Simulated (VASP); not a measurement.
# FePt in VASP: a series of runs

Aim: see how the results for FePt move with the level of theory and the settings. Levels: PBEsol, PBE. Tasks: single point.

Program: VASP 6.6.1. These are calculated values, not measurements. Logs are shortened: lines on timing, memory, paths and dates and some standing lists are left out, and cuts for length are marked.

## Step 1: The cell of the first run

The typed cell holds 2 atoms: a = 2.724 Å, b = 2.724 Å, c = 3.720 Å, α = 90.00°, β = 90.00°, γ = 90.00°.

## Step 2: Single point, PBEsol, collinear spin, ferromagnetic start (atoms moved at random)

The input, INCAR:

```
SYSTEM = FePt
ALGO = Normal ; EDIFF = 1E-7
ENCUT = 520 ; GGA = PS
ISIF = 2 ; ISMEAR = -1
ISPIN = 2 ; LASPH = .True.
LCHARG = .False. ; LMAXMIX = 4
LORBIT = 11 ; LREAL = .False.
LWAVE = .False. ; MAGMOM = 0 3
NBANDS = 20 ; NELM = 150
PREC = Accurate ; SIGMA = 0.05
```

The input, KPOINTS:

```
k-points
0
Gamma
  10 10 7
  0 0 0
```

The input, POSCAR:

```
FePt
1.0
    2.7235000000      0.0000000000      0.0000000000
    0.0000000000      2.7235000000      0.0000000000
    0.0000000000      0.0000000000      3.7200000000
Pt Fe
1 1
Direct
    0.4965890000      0.4972740000      0.5021890000
   -0.0087830000      0.0190000000      0.0115830000
```

Potentials or basis: VASP PAW PBE potentials, release 64 (Pt, Fe).

Run with:

```bash
cat potpaw_PBE.64/Pt/POTCAR potpaw_PBE.64/Fe/POTCAR > POTCAR
mpirun -np 1 vasp_std > vasp.out
```

OUTCAR:

```text
SYSTEM = FePt
   EDIFF = 1E-7
   ENCUT = 520
   GGA = PS
   ISIF = 2
   ISMEAR = -1
   ISPIN = 2
   LASPH = .True.
   LORBIT = 11
   LREAL = .False.
   NELM = 150
   PREC = Accurate

 ion  position               nearest neighbor table
   1  0.497  0.497  0.502-   2 2.62   2 2.63   2 2.67   2 2.68   2 2.68   2 2.69   2 2.72   2 2.74

   2  0.991  0.019  0.012-   1 2.62   1 2.63   1 2.67   1 2.68   1 2.68   1 2.69   1 2.72   1 2.74

  LATTYP: Found a simple tetragonal cell.
 ALAT       =     2.7235000000
 C/A-ratio  =     1.3658894804

  Lattice vectors:

 A1 = (   2.7235000000,   0.0000000000,   0.0000000000)
 A2 = (   0.0000000000,   2.7235000000,   0.0000000000)
 A3 = (   0.0000000000,   0.0000000000,   3.7200000000)

Analysis of symmetry for initial positions (statically):
=====================================================================
 Subroutine PRICEL returns:
 Original cell was already a primitive cell.

 Routine SETGRP: Setting up the symmetry group for a
 simple tetragonal supercell.

 Subroutine GETGRP returns: Found  1 space group operations
 (whereof  1 operations were pure point group operations)
 out of a pool of 16 trial point group operations.

The static configuration has the point symmetry C_1 .

Analysis of symmetry for dynamics (positions and initial velocities):
=====================================================================
 Subroutine PRICEL returns:
 Original cell was already a primitive cell.

 Routine SETGRP: Setting up the symmetry group for a
 simple tetragonal supercell.

 Subroutine GETGRP returns: Found  1 space group operations
 (whereof  1 operations were pure point group operations)
 out of a pool of 16 trial point group operations.

The dynamic configuration has the point symmetry C_1 .

Analysis of structural, dynamic, and magnetic symmetry:
=====================================================================
 Subroutine PRICEL returns:
 Original cell was already a primitive cell.

 Routine SETGRP: Setting up the symmetry group for a
 simple tetragonal supercell.

 Subroutine GETGRP returns: Found  1 space group operations
 (whereof  1 operations were pure point group operations)
 out of a pool of 16 trial point group operations.

The overall configuration has the point symmetry C_1 .

 Subroutine INISYM returns: Found  1 space group operations
 (whereof  1 operations are pure point group operations),
 and found     1 'primitive' translations

----------------------------------------------------------------------------------------

                                     Primitive cell

  volume of cell :      27.5929

  direct lattice vectors                    reciprocal lattice vectors
     2.723500000  0.000000000  0.000000000     0.367174592  0.000000000  0.000000000
     0.000000000  2.723500000  0.000000000     0.000000000  0.367174592  0.000000000
     0.000000000  0.000000000  3.720000000     0.000000000  0.000000000  0.268817204

  length of vectors
     2.723500000  2.723500000  3.720000000     0.367174592  0.367174592  0.268817204

  position of ions in fractional coordinates (direct lattice)
     0.496589000  0.497274000  0.502189000
     0.991217000  0.019000000  0.011583000

  ion indices of the primitive-cell ions
   primitive index   ion index
                 1           1
                 2           2

----------------------------------------------------------------------------------------

 KPOINTS: k-points

Automatic generation of k-mesh.
 Grid dimensions read from file:
 generate k-points for:   10   10    7

 Generating k-lattice:

  Cartesian coordinates                     Fractional coordinates (reciprocal lattice)
     0.036717459  0.000000000  0.000000000     0.100000000  0.000000000  0.000000000
     0.000000000  0.036717459  0.000000000     0.000000000  0.100000000  0.000000000
     0.000000000  0.000000000  0.038402458     0.000000000  0.000000000  0.142857143

  Length of vectors
     0.036717459  0.036717459  0.038402458

  Shift w.r.t. Gamma in fractional coordinates (k-lattice)
     0.000000000  0.000000000  0.000000000

 Subroutine IBZKPT returns following result:
 ===========================================

 Found    352 irreducible k-points:

 Following reciprocal coordinates:
            Coordinates               Weight
  0.000000  0.000000  0.000000      1.000000
  0.100000  0.000000  0.000000      2.000000
  0.000000  0.100000  0.000000      2.000000
  0.200000  0.000000  0.000000      2.000000
  0.000000  0.200000  0.000000      2.000000
  0.300000  0.000000  0.000000      2.000000
[... 16 lines left out ...]
 -0.100000  0.400000  0.000000      2.000000
 -0.400000  0.100000  0.000000      2.000000
 [... further k-points ...]
   k-points           NKPTS =    352   k-points in BZ     NKDIM =    352   number of bands    NBANDS=     20
   number of dos      NEDOS =    301   number of ions     NIONS =      2
   total plane-waves  NPLWV =  11200
   dimension x,y,z NGX =    20 NGY =   20 NGZ =   28
   dimension x,y,z NGXF=    40 NGYF=   40 NGZF=   56
   ions per type =               1   1
   NGX,Y,Z   is equivalent  to a cutoff of  12.21, 12.21, 12.51 a.u.
   NGXF,Y,Z  is equivalent  to a cutoff of  24.42, 24.42, 25.03 a.u.
 SYSTEM =  FePt
   PREC   = accura    normal or accurate (medium, high low for compatibility)
   ISTART =      0    job   : 0-new  1-cont  2-samecut
   ICHARG =      2    charge: 1-file 2-atom 10-const
   ISPIN  =      2    spin polarized calculation?
   LNONCOLLINEAR =      F non collinear calculations
   LSORBIT =      F    spin-orbit coupling
   LASPH  =      T    aspherical Exc in radial PAW
   ENCUT  =  520.0 eV  38.22 Ry    6.18 a.u.   5.06  5.06  6.92*2*pi/ulx,y,z
   NELM   =    150;   NELMIN=  2; NELMDL= -5     # of ELM steps
   EDIFF  = 0.1E-06   stopping-criterion for ELM
   LREAL  =      F    real-space projection
   EDIFFG = 0.1E-05   stopping-criterion for IOM
   NSW    =      0    number of steps for IOM
   IBRION =     -1    ionic relax: 0-MD 1-quasi-New 2-CG
   NFREE  =      0    steps in history (QN), initial steepest desc. (CG)
   ISIF   =      2    stress and relaxation
   ISYM   =      2    0-nonsym 1-usesym 2-fastsym
   POTIM  = 0.5000    time-step for ionic-motion
   TEBEG  =    0.0;   TEEND  =   0.0 temperature during run
   PSTRESS=    0.0 pullay stress
   NELECT =      18.0000    total number of electrons
   NUPDOWN=      -1.0000    fix difference up-down
   EMIN   =  10.00;   EMAX   =-10.00  energy-range for DOS
   EFERMI =   0.00;   METHOD = LEGACY
   ISMEAR =    -1;   SIGMA  =   0.05  broadening in eV -4-tet -1-fermi 0-gaus
   EFERMI_NEDOS =   21; number of points for ismear=-14 and -15
   IALGO  =     38    algorithm
   IMIX   =      4    mixing-type and parameters
     AMIX     =   0.40;   BMIX     =  1.00
     AMIX_MAG =   1.60;   BMIX_MAG =  1.00
  volume/ion in A,a.u.               =      13.80        93.10
  Fermi-wavevector in a.u.,A,eV,Ry     =   1.419819  2.683070 27.427809  2.015887
  Thomas-Fermi vector in A             =   2.540800
   LORBIT       =     11    0 simple, 1 ext, 2 COOP (PROOUT), +10 PAW based schemes
   GGA     = PS    functional components
   LHFCALC =     F    Hartree Fock is set to
   AEXX    =    0.0000 exact exchange contribution
   IVDW    =     0    specifies the selected vdW correction
   LEPSILON=     F    determine dielectric tensor
   LRPA    =     F    only Hartree local field effects (RPA)
 spin polarized calculation
  energy-cutoff  :      520.00
  volume of cell :       27.59
 maximum number of plane-waves:       758
   NGX = 11   NGY = 11   NGZ = 13

 number of electron      18.0000001 magnetization       3.2716139

 Free energy of the ion-electron system (eV)
  ---------------------------------------------------
  ext. energy  EPLUGINS =         0.00000000
  ---------------------------------------------------
  free energy    TOTEN  =       -16.26842735 eV

  energy without entropy =      -16.25697501  energy(sigma->0) =      -16.26270118

 E-fermi :   8.5462     XC(G=0): -13.2053

 val. band max:        8.5425233507   @ k =   0.4000  -0.4000   0.2857
 cond. band min:       8.5482515843   @ k =   0.4000   0.4000   0.2857
 fundamental gap:      0.0057282336
 Fermi energy:         8.5462035643

 spin component 1

 k-point     1 :       0.0000    0.0000    0.0000
  band No.  band energies     occupation
      1      -1.1361      1.00000
      2       2.1585      1.00000
      3       2.3329      1.00000
      4       5.0824      1.00000
      5       5.1010      1.00000
      6       5.6067      1.00000
[... 12 lines left out ...]
     19      30.0325      0.00000
     20      30.0635      0.00000

 k-point     2 :       0.1000    0.0000    0.0000
  band No.  band energies     occupation
      1      -0.8770      1.00000
      2       2.2992      1.00000
      3       2.5065      1.00000
      4       4.9757      1.00000
      5       5.1729      1.00000
      6       5.6715      1.00000
[... 12 lines left out ...]
     19      29.6425      0.00000
     20      30.5435      0.00000

 k-point     3 :       0.0000    0.1000    0.0000
  band No.  band energies     occupation
      1      -0.8772      1.00000
      2       2.2939      1.00000
      3       2.5122      1.00000
      4       4.9930      1.00000
      5       5.1567      1.00000
      6       5.6745      1.00000
[... 12 lines left out ...]
     19      29.7368      0.00000
     20      30.5177      0.00000

 k-point     4 :       0.2000    0.0000    0.0000
  band No.  band energies     occupation
      1      -0.1550      1.00000
      2       2.6101      1.00000
      3       3.0629      1.00000
      4       4.6742      1.00000
      5       5.3791      1.00000
      6       5.7540      1.00000
[... 429 lines left out ...]
 k-point    23 :      -0.1000    0.4000    0.0000
  band No.  band energies     occupation
      1       2.0998      1.00000
      2       3.6619      1.00000
      3       3.7672      1.00000
      4       4.0047      1.00000
      5       4.8470      1.00000
      6       5.2284      1.00000
[... 12 lines left out ...]
     19      30.1474      0.00000
     20      31.0286      0.00000

 k-point    24 :      -0.4000    0.1000    0.0000
  band No.  band energies     occupation
      1       2.1042      1.00000
      2       3.6665      1.00000
      3       3.7620      1.00000
      4       3.9980      1.00000
      5       4.8371      1.00000
      6       5.2060      1.00000
[... 12 lines left out ...]
     19      30.1765      0.00000
     20      31.0199      0.00000

 [... further k-points ...]

 spin component 2

 k-point     1 :       0.0000    0.0000    0.0000
  band No.  band energies     occupation
      1      -0.9545      1.00000
      2       2.7276      1.00000
      3       2.7390      1.00000
      4       6.1511      1.00000
      5       6.1685      1.00000
      6       7.7644      1.00000
[... 12 lines left out ...]
     19      30.1755      0.00000
     20      30.2092      0.00000

 k-point     2 :       0.1000    0.0000    0.0000
  band No.  band energies     occupation
      1      -0.6938      1.00000
      2       2.8299      1.00000
      3       2.9586      1.00000
      4       5.9037      1.00000
      5       6.2384      1.00000
      6       7.5847      1.00000
[... 12 lines left out ...]
     19      30.1018      0.00000
     20      30.6910      0.00000

 k-point     3 :       0.0000    0.1000    0.0000
  band No.  band energies     occupation
      1      -0.6940      1.00000
      2       2.8228      1.00000
      3       2.9660      1.00000
      4       5.9183      1.00000
      5       6.2232      1.00000
      6       7.5899      1.00000
[... 12 lines left out ...]
     19      30.1423      0.00000
     20      30.6616      0.00000

 k-point     4 :       0.2000    0.0000    0.0000
  band No.  band energies     occupation
      1       0.0315      1.00000
      2       3.0934      1.00000
      3       3.5939      1.00000
      4       5.2896      1.00000
      5       6.4361      1.00000
      6       7.1282      1.00000
[... 429 lines left out ...]
 k-point    23 :      -0.1000    0.4000    0.0000
  band No.  band energies     occupation
      1       2.2991      1.00000
      2       4.0569      1.00000
      3       4.1053      1.00000
      4       4.6471      1.00000
      5       6.1452      1.00000
      6       6.3307      1.00000
[... 12 lines left out ...]
     19      30.5771      0.00000
     20      31.2202      0.00000

 k-point    24 :      -0.4000    0.1000    0.0000
  band No.  band energies     occupation
      1       2.3025      1.00000
      2       4.0571      1.00000
      3       4.1021      1.00000
      4       4.6433      1.00000
      5       6.1406      1.00000
      6       6.3193      1.00000
[... 12 lines left out ...]
     19      30.6053      0.00000
     20      31.2125      0.00000

 [... further k-points ...]

------------------------ aborting loop because EDIFF is reached ----------------------------------------

  FORCE on cell =-STRESS in cart. coord.  units (eV):
  Direction    XX          YY          ZZ          XY          YZ          ZX
  --------------------------------------------------------------------------------------
  -------------------------------------------------------------------------------------
  Total       -1.0952968     -1.0993853     -0.9068289     -0.0085308      0.0599478     -0.0149041
  in kB      -63.5981838    -63.8355829    -52.6548309     -0.4953401      3.4808545     -0.8654049
  external PRESSURE =     -60.0295325 kB  Pullay stress =       0.0000000 kB

 VOLUME and BASIS-vectors are now :
 -----------------------------------------------------------------------------
  energy-cutoff  :      520.00
  volume of cell :       27.59
      direct lattice vectors                 reciprocal lattice vectors
     2.723500000  0.000000000  0.000000000     0.367174592  0.000000000  0.000000000
     0.000000000  2.723500000  0.000000000     0.000000000  0.367174592  0.000000000
     0.000000000  0.000000000  3.720000000     0.000000000  0.000000000  0.268817204

 POSITION                                       TOTAL-FORCE (eV/Angst)
 -----------------------------------------------------------------------------------
      1.35246      1.35433      1.86814        -0.058001      0.234576      0.284680
      2.69958      0.05175      0.04309         0.058001     -0.234576     -0.284680
 -----------------------------------------------------------------------------------
    total drift:                               -0.000349     -0.000311      0.000185

  FREE ENERGIE OF THE ION-ELECTRON SYSTEM (eV)
  ---------------------------------------------------
  free  energy   TOTEN  =       -16.2684273482 eV

  energy  without entropy=      -16.2569750051  energy(sigma->0) =      -16.26270118

 total charge

# of ion       s       p       d       tot
------------------------------------------
    1        0.708   0.666   8.046   9.420
    2        0.413   0.457   6.123   6.993
--------------------------------------------------
tot          1.121   1.123  14.169  16.413

 magnetization (x)

# of ion       s       p       d       tot
------------------------------------------
    1       -0.025  -0.062   0.424   0.337
    2        0.004  -0.006   2.904   2.902
--------------------------------------------------
tot         -0.021  -0.068   3.328   3.239
```

Wall time 8.3 min (1 thread of Intel Xeon Platinum 8259CL at 2.50GHz (Skylake/Cascade Lake), shared host); peak memory 0.39 GiB.

What came out:

```
Free energy                                           : -16.2684 eV
Pressure                                              : -6.0 GPa
Largest force                                         : 0.373 eV/Å
Net moment                                            : 3.27 μB per cell
Site moments                                          : Pt +0.34; Fe +2.90 μB
Valence electrons inside the program's atomic spheres : Pt 9.42; Fe 6.99
```

Forces in eV/Å, atoms in the order of the input:
```
Pt  -0.058  0.235  0.285
Fe   0.058 -0.235 -0.285
```

Stress tensor (GPa, compression positive):
```
-6.36 -0.05 -0.09
-0.05 -6.38  0.35
-0.09  0.35 -5.27
```

Levels at points of the mesh, in eV from the Fermi level:
Spin up:
```
           k point  band 8  band 9  band 10  band 11  band 12  band 13  band 14  band 15
(0.00, 0.00, 0.00)   -1.91   -0.52    -0.40    -0.38     2.21     9.70    11.59    11.62
(0.50, 0.00, 0.00)   -2.51   -2.12    -1.61     0.12     2.00    10.37    10.47    12.49
(0.00, 0.50, 0.00)   -2.52   -2.17    -1.57     0.11     2.01    10.33    10.47    12.52
(0.50, 0.50, 0.00)   -0.47   -0.47     0.54     1.53     1.55     7.53     9.94    10.87
```
Spin down:
| k point | band 6 | band 7 | band 8 | band 9 | band 10 | band 11 |
| --- | --- | --- | --- | --- | --- | --- |
| (0.00, 0.00, 0.00) | -0.78 | -0.78 | 0.53 | 1.62 | 1.65 | 1.67 |
| (0.50, 0.00, 0.00) | -1.50 | -1.09 | -0.89 | 0.47 | 0.70 | 2.32 |
| (0.00, 0.50, 0.00) | -1.42 | -1.18 | -0.90 | 0.46 | 0.71 | 2.27 |
| (0.50, 0.50, 0.00) | 1.13 | 1.50 | 1.73 | 1.74 | 1.76 | 1.77 |

Caveat: the cell differs from its parent crystal (atoms moved at random); the cell stands under tension; the PAW data sets were made with another functional, which shifts forces and pressure a little; spin-orbit coupling is left out, which moves the levels of the heavy elements.

## Step 3: Single point, PBE, collinear spin, ferromagnetic start

This run uses another cell than the first one, of 14.02 Å³/atom.

The input, INCAR:

```
SYSTEM = FePt
  PREC = Accurate
  ENCUT = 520
  EDIFF = 1E-7
  ISMEAR = -1
  SIGMA = 0.05
  LREAL = .False.
  LASPH = .True.
  NELM = 150
  ALGO = Normal
  ISIF = 2
  LWAVE = .False.
  LCHARG = .True.
  ISPIN = 2
  MAGMOM = 0 3
  LORBIT = 11
  LMAXMIX = 4
  GGA = PE
  LELF = .True.
  LVHAR = .True.
  NBANDS = 20
```

The input, KPOINTS:

```
regular mesh
0
Gamma
  10 10 7
  0 0 0
```

The input, POSCAR:

```
FePt
1.0
    2.7357021443      0.0000000000      0.0000000000
    0.0000000000      2.7357021443      0.0000000000
    0.0000000000      0.0000000000      3.7474181793
Pt Fe
1 1
Direct
    0.5000000000      0.5000000000      0.5000000000
    0.0000000000      0.0000000000      0.0000000000
```

Potentials or basis: VASP PAW PBE potentials, release 64 (Pt, Fe).

Run with:

```bash
cat potpaw_PBE.64/Pt/POTCAR potpaw_PBE.64/Fe/POTCAR > POTCAR
mpirun -np 1 vasp_std > vasp.out
```

It took 78 s on 1 thread of AMD EPYC 7R13 (Zen 3), shared host; peak memory 0.17 GiB.

The run converged. Its results:

* Free energy: -14.8104 eV
* Pressure: -0.4 GPa
* Net moment: 3.30 μB per cell
* Site moments: Pt +0.34; Fe +2.94 μB
* Valence electrons inside the program's atomic spheres: Pt 9.40; Fe 6.95

Stress tensor (GPa, compression positive):
```
-0.44  0.00  0.00
 0.00 -0.44  0.00
 0.00  0.00 -0.34
```

Levels at points of the mesh, in eV from the Fermi level:
Spin up:
```csv
k point,band 7,band 8,band 9,band 10,band 11,band 12,band 13,band 14,band 15,band 16
"(0.00, 0.00, 0.00)",-2.15,-1.98,-0.55,-0.45,-0.45,2.22,9.50,11.58,11.58,17.16
"(0.50, 0.00, 0.00)",-2.64,-2.56,-2.19,-1.62,0.07,1.97,10.31,10.38,12.29,13.04
"(0.50, 0.50, 0.00)",-0.59,-0.55,-0.55,0.51,1.61,1.61,7.44,9.82,10.77,12.23
```
Spin down:
| k point | band 4 | band 5 | band 6 | band 7 | band 8 | band 9 | band 10 | band 11 | band 12 | band 13 |
| --- | --- | --- | --- | --- | --- | --- | --- | --- | --- | --- |
| (0.00, 0.00, 0.00) | -2.32 | -2.32 | -0.79 | -0.75 | 0.57 | 1.62 | 1.62 | 1.66 | 2.40 | 10.35 |
| (0.50, 0.00, 0.00) | -3.42 | -2.41 | -1.36 | -1.16 | -0.85 | 0.54 | 0.69 | 2.30 | 2.51 | 11.08 |
| (0.50, 0.50, 0.00) | -4.67 | 0.91 | 1.21 | 1.62 | 1.69 | 1.69 | 1.69 | 1.74 | 1.74 | 8.25 |

Caveat: spin-orbit coupling is left out, which moves the levels of the heavy elements.
